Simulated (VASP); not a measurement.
# CdGe3 (I4/mmm) in VASP: a series of runs

CdGe3 is run at these levels: PBE; tasks: single point, relaxation of cell and atoms.

Program: VASP 6.6.1. These are calculated values, not measurements. Logs are shortened: lines on timing, memory, paths and dates and some standing lists are left out, and cuts for length are marked.

## (1) The cell of the first run

It takes space group I4/mmm (No. 139, tetragonal). Conventional cell: a = 4.268 Å, b = 4.268 Å, c = 9.024 Å, α = 90.00°, β = 90.00°, γ = 90.00°. Cd (site symmetry 4/mmm) has 12 Ge at 3.02 to 3.11 Å within 4.0 Å. Within 4.0 Å of Ge (site symmetry 4/mmm) lie 4 Cd at 3.02 Å and 8 Ge at 3.11 Å. Within 4.0 Å of Ge (site symmetry -4m2) lie 8 Ge at 3.02 to 3.11 Å and 4 Cd at 3.11 Å.

## (2) Single point, PBE

File INCAR:

```
SYSTEM = CdGe3
PREC = Accurate
ENCUT = 520
EDIFF = 1E-6
ISMEAR = 0
SIGMA = 0.1
LREAL = .False.
LASPH = .True.
NELM = 100
ALGO = Normal
ISIF = 2
LWAVE = .False.
LCHARG = .False.
GGA = PE
NBANDS = 35
```

File KPOINTS:

```
regular mesh
0
Gamma
  6 6 6
  0 0 0
```

File POSCAR:

```
CdGe3
1.0
   -2.1339196975      2.1339196975      4.5121346006
    2.1339196975     -2.1339196975      4.5121346006
    2.1339196975      2.1339196975     -4.5121346006
Cd Ge
1 3
Direct
    0.0000000000      0.0000000000      0.0000000000
    0.5000000000      0.5000000000      0.0000000000
    0.2500000000      0.7500000000      0.5000000000
    0.7500000000      0.2500000000      0.5000000000
```

Potentials or basis: VASP PAW PBE potentials, release 64 (Cd, Ge_d).

On the command line:

```console
cat potpaw_PBE.64/Cd/POTCAR potpaw_PBE.64/Ge_d/POTCAR > POTCAR
mpirun -np 1 vasp_std > vasp.out
```

OUTCAR:

```text
SYSTEM = CdGe3
   PREC = Accurate
   ENCUT = 520
   EDIFF = 1E-6
   ISMEAR = 0
   LREAL = .False.
   LASPH = .True.
   NELM = 100
   ISIF = 2
   GGA = PE

 ion  position               nearest neighbor table
   1  0.000  0.000  0.000-   2 3.02   2 3.02   2 3.02   2 3.02   4 3.11   3 3.11   4 3.11   3 3.11
                             4 3.11   4 3.11   3 3.11   3 3.11
   2  0.500  0.500  0.000-   1 3.02   1 3.02   1 3.02   1 3.02
   3  0.250  0.750  0.500-   1 3.11   1 3.11   1 3.11   1 3.11
   4  0.750  0.250  0.500-   1 3.11   1 3.11   1 3.11   1 3.11

  LATTYP: Found a body centered tetragonal cell.
 ALAT       =     4.2678393950
 C/A-ratio  =     2.1144819113

  Lattice vectors:

 A1 = (  -2.1339196975,   2.1339196975,   4.5121346006)
 A2 = (   2.1339196975,  -2.1339196975,   4.5121346006)
 A3 = (   2.1339196975,   2.1339196975,  -4.5121346006)

Analysis of symmetry for initial positions (statically):
=====================================================================
 Subroutine PRICEL returns:
 Original cell was already a primitive cell.

 Routine SETGRP: Setting up the symmetry group for a
 body centered tetragonal supercell.

 Subroutine GETGRP returns: Found 16 space group operations
 (whereof 16 operations were pure point group operations)
 out of a pool of 16 trial point group operations.

The static configuration has the point symmetry D_4h.

Analysis of symmetry for dynamics (positions and initial velocities):
=====================================================================
 Subroutine PRICEL returns:
 Original cell was already a primitive cell.

 Routine SETGRP: Setting up the symmetry group for a
 body centered tetragonal supercell.

 Subroutine GETGRP returns: Found 16 space group operations
 (whereof 16 operations were pure point group operations)
 out of a pool of 16 trial point group operations.

The dynamic configuration has the point symmetry D_4h.

 Subroutine INISYM returns: Found 16 space group operations
 (whereof 16 operations are pure point group operations),
 and found     1 'primitive' translations

----------------------------------------------------------------------------------------

                                     Primitive cell

  volume of cell :      82.1861

  direct lattice vectors                    reciprocal lattice vectors
    -2.133919698  2.133919698  4.512134601     0.000000000  0.234310598  0.110812297
     2.133919698 -2.133919698  4.512134601     0.234310598  0.000000000  0.110812297
     2.133919698  2.133919698 -4.512134601     0.234310598  0.234310598  0.000000000

  length of vectors
     5.428313293  5.428313293  5.428313293     0.259192634  0.259192634  0.331365225

  position of ions in fractional coordinates (direct lattice)
     0.000000000  0.000000000  0.000000000
     0.500000000  0.500000000  0.000000000
     0.250000000  0.750000000  0.500000000
     0.750000000  0.250000000  0.500000000

  ion indices of the primitive-cell ions
   primitive index   ion index
                 1           1
                 2           2
                 3           3
                 4           4

----------------------------------------------------------------------------------------

 KPOINTS: regular mesh

Automatic generation of k-mesh.
 Grid dimensions read from file:
 generate k-points for:    6    6    6

 Generating k-lattice:

  Cartesian coordinates                     Fractional coordinates (reciprocal lattice)
     0.000000000  0.039051766  0.018468716     0.166666667 -0.000000000  0.000000000
     0.039051766  0.000000000  0.018468716    -0.000000000  0.166666667  0.000000000
     0.039051766  0.039051766  0.000000000     0.000000000  0.000000000  0.166666667

  Length of vectors
     0.043198772  0.043198772  0.055227538

  Shift w.r.t. Gamma in fractional coordinates (k-lattice)
     0.000000000  0.000000000  0.000000000

 Subroutine IBZKPT returns following result:
 ===========================================

 Found     30 irreducible k-points:

 Following reciprocal coordinates:
            Coordinates               Weight
  0.000000  0.000000  0.000000      1.000000
  0.166667  0.000000  0.000000      8.000000
  0.333333 -0.000000  0.000000      8.000000
  0.500000 -0.000000  0.000000      4.000000
  0.166667  0.166667 -0.000000      8.000000
  0.333333  0.166667  0.000000     16.000000
[... 16 lines left out ...]
 -0.333333 -0.333333  0.166667      8.000000
 -0.166667 -0.333333  0.166667      8.000000
 [... further k-points ...]
   k-points           NKPTS =     30   k-points in BZ     NKDIM =     30   number of bands    NBANDS=     35
   number of dos      NEDOS =    301   number of ions     NIONS =      4
   total plane-waves  NPLWV =  64000
   dimension x,y,z NGX =    40 NGY =   40 NGZ =   40
   dimension x,y,z NGXF=    80 NGYF=   80 NGZF=   80
   ions per type =               1   3
   NGX,Y,Z   is equivalent  to a cutoff of  12.25, 12.25, 12.25 a.u.
   NGXF,Y,Z  is equivalent  to a cutoff of  24.50, 24.50, 24.50 a.u.
 SYSTEM =  CdGe3
   PREC   = accura    normal or accurate (medium, high low for compatibility)
   ISTART =      0    job   : 0-new  1-cont  2-samecut
   ICHARG =      2    charge: 1-file 2-atom 10-const
   ISPIN  =      1    spin polarized calculation?
   LNONCOLLINEAR =      F non collinear calculations
   LSORBIT =      F    spin-orbit coupling
   LASPH  =      T    aspherical Exc in radial PAW
   ENCUT  =  520.0 eV  38.22 Ry    6.18 a.u.  10.09 10.09 10.09*2*pi/ulx,y,z
   NELM   =    100;   NELMIN=  2; NELMDL= -5     # of ELM steps
   EDIFF  = 0.1E-05   stopping-criterion for ELM
   LREAL  =      F    real-space projection
   EDIFFG = 0.1E-04   stopping-criterion for IOM
   NSW    =      0    number of steps for IOM
   IBRION =     -1    ionic relax: 0-MD 1-quasi-New 2-CG
   NFREE  =      0    steps in history (QN), initial steepest desc. (CG)
   ISIF   =      2    stress and relaxation
   ISYM   =      2    0-nonsym 1-usesym 2-fastsym
   POTIM  = 0.5000    time-step for ionic-motion
   TEBEG  =    0.0;   TEEND  =   0.0 temperature during run
   PSTRESS=    0.0 pullay stress
   NELECT =      54.0000    total number of electrons
   NUPDOWN=      -1.0000    fix difference up-down
   EMIN   =  10.00;   EMAX   =-10.00  energy-range for DOS
   EFERMI =   0.00;   METHOD = LEGACY
   ISMEAR =     0;   SIGMA  =   0.10  broadening in eV -4-tet -1-fermi 0-gaus
   EFERMI_NEDOS =   21; number of points for ismear=-14 and -15
   IALGO  =     38    algorithm
   IMIX   =      4    mixing-type and parameters
     AMIX     =   0.40;   BMIX     =  1.00
     AMIX_MAG =   1.60;   BMIX_MAG =  1.00
  volume/ion in A,a.u.               =      20.55       138.65
  Fermi-wavevector in a.u.,A,eV,Ry     =   1.423224  2.689504 27.559519  2.025567
  Thomas-Fermi vector in A             =   2.543845
   LORBIT       =      0    0 simple, 1 ext, 2 COOP (PROOUT), +10 PAW based schemes
   GGA     = PE    functional components
   LHFCALC =     F    Hartree Fock is set to
   AEXX    =    0.0000 exact exchange contribution
   IVDW    =     0    specifies the selected vdW correction
   LEPSILON=     F    determine dielectric tensor
   LRPA    =     F    only Hartree local field effects (RPA)
 non-spin polarized calculation
 Gauss-broadening in eV      SIGMA  =   0.10
  energy-cutoff  :      520.00
  volume of cell :       82.19
 maximum number of plane-waves:      2237
   NGX = 21   NGY = 21   NGZ = 21

 number of electron      53.9999998 magnetization

 Free energy of the ion-electron system (eV)
  ---------------------------------------------------
  ext. energy  EPLUGINS =         0.00000000
  ---------------------------------------------------
  free energy    TOTEN  =       -13.18343890 eV

  energy without entropy =      -13.17728403  energy(sigma->0) =      -13.18036147

 E-fermi :   5.2227     XC(G=0): -10.9787

 val. band max:        5.1525135419   @ k =  -0.3333   0.3333   0.3333
 cond. band min:       5.2376472533   @ k =  -0.1667   0.1667   0.1667
 fundamental gap:      0.0851337114
 Fermi energy:         5.2226686869

 k-point     1 :       0.0000    0.0000    0.0000
  band No.  band energies     occupation
      1     -19.5469      2.00000
      2     -19.5237      2.00000
      3     -19.5113      2.00000
      4     -19.5071      2.00000
      5     -19.5071      2.00000
      6     -19.4913      2.00000
[... 27 lines left out ...]
     34      13.2344      0.00000
     35      13.4157      0.00000

 k-point     2 :       0.1667    0.0000    0.0000
  band No.  band energies     occupation
      1     -19.5387      2.00000
      2     -19.5201      2.00000
      3     -19.5093      2.00000
      4     -19.5075      2.00000
      5     -19.5066      2.00000
      6     -19.4919      2.00000
[... 27 lines left out ...]
     34      13.1890      0.00000
     35      14.0733      0.00000

 k-point     3 :       0.3333   -0.0000    0.0000
  band No.  band energies     occupation
      1     -19.5163      2.00000
      2     -19.5120      2.00000
      3     -19.5081      2.00000
      4     -19.5053      2.00000
      5     -19.4977      2.00000
      6     -19.4933      2.00000
[... 27 lines left out ...]
     34      11.6088      0.00000
     35      11.8669      0.00000

 k-point     4 :       0.5000   -0.0000    0.0000
  band No.  band energies     occupation
      1     -19.5085      2.00000
      2     -19.5054      2.00000
      3     -19.4969      2.00000
      4     -19.4963      2.00000
      5     -19.4949      2.00000
      6     -19.4941      2.00000
[... 27 lines left out ...]
     34       9.9199      0.00000
     35      11.6288      0.00000

 k-point     5 :       0.1667    0.1667   -0.0000
  band No.  band energies     occupation
      1     -19.5352      2.00000
      2     -19.5157      2.00000
      3     -19.5114      2.00000
      4     -19.5058      2.00000
      5     -19.5045      2.00000
      6     -19.4933      2.00000
[... 638 lines left out ...]
 k-point    22 :      -0.1667    0.5000    0.1667
  band No.  band energies     occupation
      1     -19.5172      2.00000
      2     -19.5125      2.00000
      3     -19.5121      2.00000
      4     -19.5058      2.00000
      5     -19.4993      2.00000
      6     -19.4924      2.00000
[... 27 lines left out ...]
     34      10.4949      0.00000
     35      10.5629      0.00000

 k-point    23 :      -0.3333   -0.3333    0.1667
  band No.  band energies     occupation
      1     -19.5345      2.00000
      2     -19.5204      2.00000
      3     -19.5120      2.00000
      4     -19.5107      2.00000
      5     -19.5073      2.00000
      6     -19.4908      2.00000
[... 27 lines left out ...]
     34      11.0875      0.00000
     35      12.9273      0.00000

 k-point    24 :      -0.1667   -0.3333    0.1667
  band No.  band energies     occupation
      1     -19.5382      2.00000
      2     -19.5196      2.00000
      3     -19.5155      2.00000
      4     -19.5141      2.00000
      5     -19.5094      2.00000
      6     -19.4865      2.00000
[... 27 lines left out ...]
     34      11.9254      0.00000
     35      12.6263      0.00000

 [... further k-points ...]

------------------------ aborting loop because EDIFF is reached ----------------------------------------

  FORCE on cell =-STRESS in cart. coord.  units (eV):
  Direction    XX          YY          ZZ          XY          YZ          ZX
  --------------------------------------------------------------------------------------
  -------------------------------------------------------------------------------------
  Total        0.2557875      0.2557875      0.1476079      0.0000000      0.0000000      0.0000000
  in kB        4.9864529      4.9864529      2.8775450      0.0000000      0.0000000      0.0000000
  external PRESSURE =       4.2834836 kB  Pullay stress =       0.0000000 kB

 VOLUME and BASIS-vectors are now :
 -----------------------------------------------------------------------------
  energy-cutoff  :      520.00
  volume of cell :       82.19
      direct lattice vectors                 reciprocal lattice vectors
    -2.133919698  2.133919698  4.512134601     0.000000000  0.234310598  0.110812297
     2.133919698 -2.133919698  4.512134601     0.234310598  0.000000000  0.110812297
     2.133919698  2.133919698 -4.512134601     0.234310598  0.234310598  0.000000000

 POSITION                                       TOTAL-FORCE (eV/Angst)
 -----------------------------------------------------------------------------------
      0.00000      0.00000      0.00000        -0.000000     -0.000000     -0.000000
      0.00000      0.00000      4.51213        -0.000000     -0.000000     -0.000000
      2.13392     -0.00000      2.25607        -0.000000      0.000000      0.000000
     -0.00000      2.13392      2.25607         0.000000     -0.000000      0.000000
 -----------------------------------------------------------------------------------
    total drift:                               -0.000000     -0.000000      0.000000

  FREE ENERGIE OF THE ION-ELECTRON SYSTEM (eV)
  ---------------------------------------------------
  free  energy   TOTEN  =       -13.1834389043 eV

  energy  without entropy=      -13.1772840350  energy(sigma->0) =      -13.18036147
```

It took 47 s on 1 thread of Intel Xeon 6975P-C (Granite Rapids), shared host; peak memory 0.27 GiB.

What came out:

```
Free energy            : -13.1834 eV
Pressure               : 0.4 GPa
Band gap on the k mesh : zero (bands 27 and 28 overlap by 3.85 eV)
```

## (3) Relaxation of cell and atoms, PBE

This run uses another cell than the first one, of 19.35 Å³/atom.

File INCAR:

```
SYSTEM = CdGe3
ALGO = Normal ; EDIFF = 1E-6
EDIFFG = -0.04 ; ENCUT = 600
GGA = PE ; IBRION = 2
ISIF = 3 ; ISMEAR = 0
LASPH = .True. ; LCHARG = .False.
LREAL = .False. ; LWAVE = .False.
NELM = 100 ; NSW = 90
PREC = Accurate ; SIGMA = 0.1
```

File KPOINTS:

```
k-points
0
Gamma
  6 6 6
  0 0 0
```

File POSCAR:

```
CdGe3
1.0
   -2.0538403186      2.0538403186      4.5877991532
    2.0538403186     -2.0538403186      4.5877991532
    2.0538403186      2.0538403186     -4.5877991532
Cd Ge
1 3
Direct
    0.0000000000      0.0000000000      0.0000000000
    0.5000000000      0.5000000000      0.0000000000
    0.2500000000      0.7500000000      0.5000000000
    0.7500000000      0.2500000000      0.5000000000
```

Potentials or basis: VASP PAW PBE potentials, release 64 (Cd, Ge_d).

On the command line:

```console
cat potpaw_PBE.64/Cd/POTCAR potpaw_PBE.64/Ge_d/POTCAR > POTCAR
mpirun -np 1 vasp_std > vasp.out
```

Run time: 5.7 min. Hardware: 1 thread of Intel Xeon 6975P-C (Granite Rapids), shared host; peak memory 0.36 GiB.

It converged, with:

| Property | Result |
| --- | --- |
| Free energy | -13.1824 eV |
| Relaxed volume | 20.71 Å³/atom |
| Relaxed cell | a = 5.432 Å, b = 5.432 Å, c = 5.432 Å, α = 133.51°, β = 133.51°, γ = 67.85° |
| Space group after relaxing (to 0.1 Å) | I4/mmm (No. 139) |
| Energy gained by relaxing | 24.7 meV/atom |
| Ionic steps | 7 |
| Pressure after relaxing | -0.3 GPa |
| Band gap on the k mesh | zero (bands 27 and 28 overlap by 3.78 eV) |

Step by step:
```csv
step,energy change (eV),largest force (eV/Å),pressure (GPa),volume (Å³)
1,0.0000,0.0000,4.49,77.41
2,-0.0790,0.0000,-0.85,83.64
3,-0.0800,0.0000,-0.34,82.93
4,-0.0914,0.0000,-0.31,82.91
5,-0.0983,0.0000,-0.28,82.86
6,-0.0987,0.0000,-0.28,82.85
7,-0.0987,0.0000,-0.26,82.84
```

Final structure:
```
Cd Ge
1.0
    -2.14360    2.14360    4.50700
     2.14360   -2.14360    4.50700
     2.14360    2.14360   -4.50700
Cd Ge
1 3
Direct
  0.00000 0.00000 0.00000
  0.50000 0.50000 0.00000
  0.25000 0.75000 0.50000
  0.75000 0.25000 0.50000
```

Levels at points of the mesh, in eV from the Fermi level:
```tsv
k point	band 24	band 25	band 26	band 27	band 28	band 29	band 30	band 31
(0.00, 0.00, 0.00)	-3.70	-1.49	-1.49	-0.71	-0.71	0.02	0.83	1.22
(0.50, 0.00, 0.00)	-4.21	-0.88	-0.66	-0.66	-0.23	1.66	2.60	2.90
(0.50, 0.50, 0.00)	-4.75	-4.29	-4.28	-0.29	0.52	0.92	1.13	5.84
(0.50, 0.50, 0.50)	-3.18	-3.18	-2.06	2.36	2.57	2.57	2.65	4.05
```

## (4) Single point, PBE

File INCAR:

```
PREC = Accurate
ENCUT = 520
EDIFF = 1E-7
ISMEAR = 0
SIGMA = 0.1
LREAL = False
LASPH = True
NELM = 100
ALGO = Normal
ISIF = 2
LWAVE = False
LCHARG = True
GGA = PE
LELF = True
LVHAR = True
NBANDS = 35
```

File KPOINTS:

```
regular mesh
0
Gamma
  14 14 14
```

File POSCAR:

```
CdGe3
1.0
   -2.1183285950      2.1183285950      4.5868587594
    2.1183285950     -2.1183285950      4.5868587594
    2.1183285950      2.1183285950     -4.5868587594
Cd Ge
1 3
Direct
    0.0000000000      0.0000000000      0.0000000000
    0.5000000000      0.5000000000      0.0000000000
    0.2500000000      0.7500000000      0.5000000000
    0.7500000000      0.2500000000      0.5000000000
```

On the command line:

```console
cat potpaw_PBE.64/Cd/POTCAR potpaw_PBE.64/Ge_d/POTCAR > POTCAR
mpirun -np 1 vasp_std > vasp.out
```

Run time: 9.8 min. Hardware: 1 thread of Intel Xeon 6975P-C (Granite Rapids), shared host; peak memory 0.67 GiB.

It converged, with:

```yaml
Free_energy: -13.1622 eV
Pressure: 0.1 GPa
Band_gap_on_the_k_mesh: zero (bands 27 and 28 overlap by 3.93 eV)
```

Levels at points of the mesh, in eV from the Fermi level:
```tsv
k point	band 25	band 26	band 27	band 28	band 29	band 30
(0.00, 0.00, 0.00)	-1.56	-1.56	-0.75	-0.75	-0.02	0.92
(0.50, 0.00, 0.00)	-0.84	-0.59	-0.59	-0.18	1.57	2.34
(0.50, 0.50, 0.00)	-4.36	-4.35	-0.59	0.39	0.61	0.94
(0.50, 0.50, 0.50)	-3.16	-1.95	2.33	2.34	2.34	2.45
```

## (5) The runs side by side

| task | cell | k mesh | cutoff (eV) | gap on the mesh (eV) | pressure (GPa) |
| --- | --- | --- | --- | --- | --- |
| single point | a = 5.428 Å, angles 133.7, 133.7, 67.6°, 4 atoms | 6 × 6 × 6 | 520 | none | 0.4 |
| relaxation of cell and atoms | relaxed from a = 5.430 Å, angles 135.6, 135.6, 64.7°, 4 atoms | 6 × 6 × 6 | 600 | none | -0.3 |
| single point | a = 5.478 Å, angles 134.5, 134.5, 66.3°, 4 atoms | 14 × 14 × 14 | 520 | none | 0.1 |

Alike in all rows: level PBE; potentials or basis VASP PAW PBE potentials, release 64 (Cd, Ge_d); no spin polarisation; smearing gaussian 0.1 eV.

Total energies depend on the potentials used, so only differences within one code and one set of settings carry meaning.

The gap in the log of VASP goes by the Fermi energy; the results here count the filled bands.